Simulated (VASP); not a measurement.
# Sb (Fm-3m) in VASP: further runs

The runs below take Sb through single point, with LDA.

All numbers are computed with VASP 6.6.1; they aren't measurements. Logs are shortened: lines on timing, memory, paths and dates and some standing lists are left out, and cuts for length are marked.

**1. The cell of the first run**

Symmetry: Fm-3m, No. 225, cubic system. The conventional cell has a = 4.526 Å, b = 4.526 Å, c = 4.526 Å, α = 90.00°, β = 90.00°, γ = 90.00°. Sb (site symmetry m-3m) has 12 Sb at 3.20 Å within 4.2 Å.

**2. Single point, LDA (volume scaled by 0.9)**

INCAR reads:

```
SYSTEM = Sb
  PREC = Accurate
  ENCUT = 500
  EDIFF = 1E-6
  ISMEAR = -1
  SIGMA = 0.1
  LREAL = .FALSE.
  LASPH = .TRUE.
  NELM = 120
  ALGO = Normal
  ISIF = 2
  LWAVE = .FALSE.
  LCHARG = .TRUE.
  LELF = .TRUE.
  LVHAR = .TRUE.
  NBANDS = 8
  GGA_COMPAT = .FALSE.
```

KPOINTS reads:

```
regular mesh
0
G
  15 15 15
  0 0 0
```

POSCAR reads:

```
Sb
1.0
    0.0000000000      2.2630673256      2.2630673256
    2.2630673256      0.0000000000      2.2630673256
    2.2630673256      2.2630673256      0.0000000000
Sb
1
Direct
    0.0000000000      0.0000000000      0.0000000000
```

Potentials or basis: VASP PAW LDA potentials, release 64 (Sb).

Launch:

```sh
cat potpaw_LDA.64/Sb/POTCAR > POTCAR
mpirun -np 1 vasp_std > vasp.out
```

OUTCAR:

```text
SYSTEM = Sb
   PREC = Accurate
   ENCUT = 500
   EDIFF = 1E-6
   ISMEAR = -1
   LREAL = .FALSE.
   LASPH = .TRUE.
   NELM = 120
   ISIF = 2

 ion  position               nearest neighbor table
   1  0.000  0.000  0.000-

  LATTYP: Found a face centered cubic cell.
 ALAT       =     4.5261346512

  Lattice vectors:

 A1 = (   0.0000000000,   2.2630673256,   2.2630673256)
 A2 = (   2.2630673256,   0.0000000000,   2.2630673256)
 A3 = (   2.2630673256,   2.2630673256,   0.0000000000)

Analysis of symmetry for initial positions (statically):
=====================================================================
 Subroutine PRICEL returns:
 Original cell was already a primitive cell.

 Routine SETGRP: Setting up the symmetry group for a
 face centered cubic supercell.

 Subroutine GETGRP returns: Found 48 space group operations
 (whereof 48 operations were pure point group operations)
 out of a pool of 48 trial point group operations.

The static configuration has the point symmetry O_h .

Analysis of symmetry for dynamics (positions and initial velocities):
=====================================================================
 Subroutine PRICEL returns:
 Original cell was already a primitive cell.

 Routine SETGRP: Setting up the symmetry group for a
 face centered cubic supercell.

 Subroutine GETGRP returns: Found 48 space group operations
 (whereof 48 operations were pure point group operations)
 out of a pool of 48 trial point group operations.

The dynamic configuration has the point symmetry O_h .

 Subroutine INISYM returns: Found 48 space group operations
 (whereof 48 operations are pure point group operations),
 and found     1 'primitive' translations

----------------------------------------------------------------------------------------

                                     Primitive cell

  volume of cell :      23.1805

  direct lattice vectors                    reciprocal lattice vectors
     0.000000000  2.263067326  2.263067326    -0.220939074  0.220939074  0.220939074
     2.263067326  0.000000000  2.263067326     0.220939074 -0.220939074  0.220939074
     2.263067326  2.263067326  0.000000000     0.220939074  0.220939074 -0.220939074

  length of vectors
     3.200460504  3.200460504  3.200460504     0.382677702  0.382677702  0.382677702

  position of ions in fractional coordinates (direct lattice)
     0.000000000  0.000000000  0.000000000

  ion indices of the primitive-cell ions
   primitive index   ion index
                 1           1

----------------------------------------------------------------------------------------

 KPOINTS: regular mesh

Automatic generation of k-mesh.
 Grid dimensions read from file:
 generate k-points for:   15   15   15

 Generating k-lattice:

  Cartesian coordinates                     Fractional coordinates (reciprocal lattice)
    -0.014729272  0.014729272  0.014729272     0.066666667  0.000000000  0.000000000
     0.014729272 -0.014729272  0.014729272     0.000000000  0.066666667  0.000000000
     0.014729272  0.014729272 -0.014729272     0.000000000  0.000000000  0.066666667

  Length of vectors
     0.025511847  0.025511847  0.025511847

  Shift w.r.t. Gamma in fractional coordinates (k-lattice)
     0.000000000  0.000000000  0.000000000

 Subroutine IBZKPT returns following result:
 ===========================================

 Found    120 irreducible k-points:

 Following reciprocal coordinates:
            Coordinates               Weight
  0.000000  0.000000  0.000000      1.000000
  0.066667  0.000000  0.000000      8.000000
  0.133333  0.000000  0.000000      8.000000
  0.200000  0.000000  0.000000      8.000000
  0.266667  0.000000  0.000000      8.000000
  0.333333  0.000000  0.000000      8.000000
[... 16 lines left out ...]
  0.133333  0.133333  0.000000      6.000000
  0.200000  0.133333  0.000000     24.000000
 [... further k-points ...]
   k-points           NKPTS =    120   k-points in BZ     NKDIM =    120   number of bands    NBANDS=      8
   number of dos      NEDOS =    301   number of ions     NIONS =      1
   total plane-waves  NPLWV =  13824
   dimension x,y,z NGX =    24 NGY =   24 NGZ =   24
   dimension x,y,z NGXF=    48 NGYF=   48 NGZF=   48
   ions per type =               1
   NGX,Y,Z   is equivalent  to a cutoff of  12.47, 12.47, 12.47 a.u.
   NGXF,Y,Z  is equivalent  to a cutoff of  24.93, 24.93, 24.93 a.u.
 SYSTEM =  Sb
   PREC   = accura    normal or accurate (medium, high low for compatibility)
   ISTART =      0    job   : 0-new  1-cont  2-samecut
   ICHARG =      2    charge: 1-file 2-atom 10-const
   ISPIN  =      1    spin polarized calculation?
   LNONCOLLINEAR =      F non collinear calculations
   LSORBIT =      F    spin-orbit coupling
   LASPH  =      T    aspherical Exc in radial PAW
   ENCUT  =  500.0 eV  36.75 Ry    6.06 a.u.   5.84  5.84  5.84*2*pi/ulx,y,z
   NELM   =    120;   NELMIN=  2; NELMDL= -5     # of ELM steps
   EDIFF  = 0.1E-05   stopping-criterion for ELM
   LREAL  =      F    real-space projection
   EDIFFG = 0.1E-04   stopping-criterion for IOM
   NSW    =      0    number of steps for IOM
   IBRION =     -1    ionic relax: 0-MD 1-quasi-New 2-CG
   NFREE  =      0    steps in history (QN), initial steepest desc. (CG)
   ISIF   =      2    stress and relaxation
   ISYM   =      2    0-nonsym 1-usesym 2-fastsym
   POTIM  = 0.5000    time-step for ionic-motion
   TEBEG  =    0.0;   TEEND  =   0.0 temperature during run
   PSTRESS=    0.0 pullay stress
   NELECT =       5.0000    total number of electrons
   NUPDOWN=      -1.0000    fix difference up-down
   EMIN   =  10.00;   EMAX   =-10.00  energy-range for DOS
   EFERMI =   0.00;   METHOD = LEGACY
   ISMEAR =    -1;   SIGMA  =   0.10  broadening in eV -4-tet -1-fermi 0-gaus
   EFERMI_NEDOS =   21; number of points for ismear=-14 and -15
   IALGO  =     38    algorithm
   IMIX   =      4    mixing-type and parameters
     AMIX     =   0.40;   BMIX     =  1.00
     AMIX_MAG =   1.60;   BMIX_MAG =  1.00
  volume/ion in A,a.u.               =      23.18       156.43
  Fermi-wavevector in a.u.,A,eV,Ry     =   0.981802  1.855337 13.115141  0.963936
  Thomas-Fermi vector in A             =   2.112837
   LORBIT       =      0    0 simple, 1 ext, 2 COOP (PROOUT), +10 PAW based schemes
   GGA     = CA    functional components
   LHFCALC =     F    Hartree Fock is set to
   AEXX    =    0.0000 exact exchange contribution
   IVDW    =     0    specifies the selected vdW correction
   LEPSILON=     F    determine dielectric tensor
   LRPA    =     F    only Hartree local field effects (RPA)
 non-spin polarized calculation
  energy-cutoff  :      500.00
  volume of cell :       23.18
 maximum number of plane-waves:       609
   NGX = 11   NGY = 11   NGZ = 11

 number of electron       5.0000000 magnetization

 Free energy of the ion-electron system (eV)
  ---------------------------------------------------
  ext. energy  EPLUGINS =         0.00000000
  ---------------------------------------------------
  free energy    TOTEN  =        -4.47445013 eV

  energy without entropy =       -4.45534995  energy(sigma->0) =       -4.46490004

 E-fermi :  10.5741     XC(G=0): -11.0274

 val. band max:       10.5390088295   @ k =   0.4667   0.4000   0.0667
 cond. band min:      10.5891569812   @ k =   0.4667   0.2667   0.0667
 fundamental gap:      0.0501481517
 Fermi energy:        10.5740948974

 k-point     1 :       0.0000    0.0000    0.0000
  band No.  band energies     occupation
      1      -3.6875      2.00000
      2      16.9195      0.00000
      3      16.9195      0.00000
      4      16.9195      0.00000
      5      20.7496      0.00000
      6      20.7496      0.00000
      7      20.7496      0.00000
      8      20.8035      0.00000

 k-point     2 :       0.0667    0.0000    0.0000
  band No.  band energies     occupation
      1      -3.5866      2.00000
      2      15.8602      0.00000
      3      16.7579      0.00000
      4      16.7579      0.00000
      5      19.9207      0.00000
      6      20.9903      0.00000
      7      20.9903      0.00000
      8      22.3863      0.00000

 k-point     3 :       0.1333    0.0000    0.0000
  band No.  band energies     occupation
      1      -3.2842      2.00000
      2      13.7341      0.00000
      3      16.3777      0.00000
      4      16.3777      0.00000
      5      19.5715      0.00000
      6      21.5296      0.00000
      7      21.5296      0.00000
      8      23.4459      0.00000

 k-point     4 :       0.2000    0.0000    0.0000
  band No.  band energies     occupation
      1      -2.7819      2.00000
      2      11.4287      0.00039
      3      15.9385      0.00000
      4      15.9385      0.00000
      5      19.3652      0.00000
      6      21.6577      0.00000
      7      21.6577      0.00000
      8      23.3104      0.00000

 k-point     5 :       0.2667    0.0000    0.0000
  band No.  band energies     occupation
      1      -2.0841      2.00000
      2       9.1915      2.00000
      3      15.5330      0.00000
      4      15.5330      0.00000
      5      19.2617      0.00000
      6      21.0924      0.00000
      7      21.0924      0.00000
      8      22.3645      0.00000
[... 177 lines left out ...]
 k-point    22 :      -0.0667    0.0667    0.0000
  band No.  band energies     occupation
      1      -3.4186      2.00000
      2      15.0180      0.00000
      3      15.5442      0.00000
      4      16.9828      0.00000
      5      19.7945      0.00000
      6      20.9100      0.00000
      7      21.6662      0.00000
      8      23.2706      0.00000

 k-point    23 :       0.1333    0.1333    0.0000
  band No.  band energies     occupation
      1      -3.1496      2.00000
      2      15.0258      0.00000
      3      15.0258      0.00000
      4      15.1810      0.00000
      5      18.1339      0.00000
      6      20.8117      0.00000
      7      22.9397      0.00000
      8      22.9397      0.00000

 k-point    24 :       0.2000    0.1333    0.0000
  band No.  band energies     occupation
      1      -2.7805      2.00000
      2      13.0882      0.00000
      3      14.4348      0.00000
      4      15.1354      0.00000
      5      18.0914      0.00000
      6      19.8315      0.00000
      7      23.1477      0.00000
      8      23.6008      0.00000

 [... further k-points ...]
[... 5 lines left out ...]
  --------------------------------------------------------------------------------------
  -------------------------------------------------------------------------------------
  Total        1.3897359      1.3897359      1.3897359     -0.0000000     -0.0000000      0.0000000
  in kB       96.0550993     96.0550993     96.0550993     -0.0000000     -0.0000000      0.0000000
  external PRESSURE =      96.0550993 kB  Pullay stress =       0.0000000 kB

 VOLUME and BASIS-vectors are now :
 -----------------------------------------------------------------------------
  energy-cutoff  :      500.00
  volume of cell :       23.18
      direct lattice vectors                 reciprocal lattice vectors
     0.000000000  2.263067326  2.263067326    -0.220939074  0.220939074  0.220939074
     2.263067326  0.000000000  2.263067326     0.220939074 -0.220939074  0.220939074
     2.263067326  2.263067326  0.000000000     0.220939074  0.220939074 -0.220939074

 POSITION                                       TOTAL-FORCE (eV/Angst)
 -----------------------------------------------------------------------------------
      0.00000      0.00000      0.00000         0.000000      0.000000      0.000000
 -----------------------------------------------------------------------------------
    total drift:                               -0.000000      0.000000     -0.000000

  FREE ENERGIE OF THE ION-ELECTRON SYSTEM (eV)
  ---------------------------------------------------
  free  energy   TOTEN  =        -4.4744501280 eV

  energy  without entropy=       -4.4553499517  energy(sigma->0) =       -4.46490004
```

Wall time 6.5 s (1 thread of Intel Xeon 6975P-C, shared host); peak memory 0.14 GiB.

What came out:

```yaml
Free_energy: -4.4745 eV
Pressure: 9.6 GPa
```

Levels at points of the mesh, in eV from the Fermi level:
```csv
k point,band 1,band 2,band 3,band 4,band 5,band 6
"(0.00, 0.00, 0.00)",-14.26,6.35,6.35,6.35,10.18,10.18
```

Caveat: the cell differs from its parent crystal (volume scaled by 0.9); spin-orbit coupling is left out, which moves the levels of the heavy elements.

**3. Single point, LDA**

This run uses another cell than the first one, of 25.76 Å³/atom, 1.111 times its volume.

INCAR reads:

```
PREC = Accurate
ENCUT = 500
EDIFF = 1E-6
ISMEAR = -1
SIGMA = 0.1
LREAL = F
LASPH = T
NELM = 120
ALGO = Normal
ISIF = 2
LWAVE = F
LCHARG = F
NBANDS = 8
GGA_COMPAT = F
```

KPOINTS reads:

```
Automatic mesh
0
Gamma
  15 15 15
```

POSCAR reads:

```
Sb
1.0
    0.0000000000      2.3439587857      2.3439587857
    2.3439587857      0.0000000000      2.3439587857
    2.3439587857      2.3439587857      0.0000000000
Sb
1
Direct
    0.0000000000      0.0000000000      0.0000000000
```

Potentials or basis: VASP PAW LDA potentials, release 64 (Sb).

Launch:

```sh
cat potpaw_LDA.64/Sb/POTCAR > POTCAR
mpirun -np 1 vasp_std > vasp.out
```

OUTCAR:

```text
PREC = Accurate
   ENCUT = 500
   EDIFF = 1E-6
   ISMEAR = -1
   LREAL = F
   LASPH = T
   NELM = 120
   ISIF = 2

 ion  position               nearest neighbor table
   1  0.000  0.000  0.000-

  LATTYP: Found a face centered cubic cell.
 ALAT       =     4.6879175714

  Lattice vectors:

 A1 = (   0.0000000000,   2.3439587857,   2.3439587857)
 A2 = (   2.3439587857,   0.0000000000,   2.3439587857)
 A3 = (   2.3439587857,   2.3439587857,   0.0000000000)

Analysis of symmetry for initial positions (statically):
[... 431 lines left out ...]
  band No.  band energies     occupation
      1      -3.4696      2.00000
      2      11.1592      0.00000
      3      12.4890      0.00000
      4      12.9646      0.00000
      5      16.4457      0.00000
      6      18.1418      0.00000
      7      21.0010      0.00000
      8      21.3914      0.00000

 [... further k-points ...]
[... 5 lines left out ...]
  --------------------------------------------------------------------------------------
  -------------------------------------------------------------------------------------
  Total        0.0162461      0.0162461      0.0162461      0.0000000      0.0000000     -0.0000000
  in kB        1.0105985      1.0105985      1.0105985      0.0000000      0.0000000     -0.0000000
  external PRESSURE =       1.0105985 kB  Pullay stress =       0.0000000 kB

 VOLUME and BASIS-vectors are now :
 -----------------------------------------------------------------------------
  energy-cutoff  :      500.00
  volume of cell :       25.76
      direct lattice vectors                 reciprocal lattice vectors
     0.000000000  2.343958786  2.343958786    -0.213314331  0.213314331  0.213314331
     2.343958786  0.000000000  2.343958786     0.213314331 -0.213314331  0.213314331
     2.343958786  2.343958786  0.000000000     0.213314331  0.213314331 -0.213314331

 POSITION                                       TOTAL-FORCE (eV/Angst)
 -----------------------------------------------------------------------------------
      0.00000      0.00000      0.00000        -0.000000      0.000000     -0.000000
 -----------------------------------------------------------------------------------
    total drift:                                0.000000     -0.000000     -0.000000

  FREE ENERGIE OF THE ION-ELECTRON SYSTEM (eV)
  ---------------------------------------------------
  free  energy   TOTEN  =        -4.5454396940 eV

  energy  without entropy=       -4.5248588824  energy(sigma->0) =       -4.53514929
```

stdout:

```text
POSCAR found type information on POSCAR Sb
 POSCAR found :  1 types and       1 ions
 scaLAPACK will be used
 LDA part: xc-table for (Slater(with rela. corr.)+CA(PZ))
 , standard interpolation
 POSCAR, INCAR and KPOINTS ok, starting setup
 FFT: planning ... GRIDC
 FFT: planning ... GRID_SOFT
 FFT: planning ... GRID
 WAVECAR not read
 entering main loop
```

It took 6.5 s on 1 thread of Intel Xeon 6975P-C, shared host; peak memory 0.14 GiB.

What came out:

| Property | Result |
| --- | --- |
| Free energy | -4.5454 eV |
| Pressure | 0.1 GPa |

Levels at points of the mesh, in eV from the Fermi level:
```tsv
k point	band 1	band 2	band 3	band 4	band 5	band 6	band 7
(0.00, 0.00, 0.00)	-13.32	5.53	5.53	5.53	9.87	9.87	9.87
```

Caveat: spin-orbit coupling is left out, which moves the levels of the heavy elements.
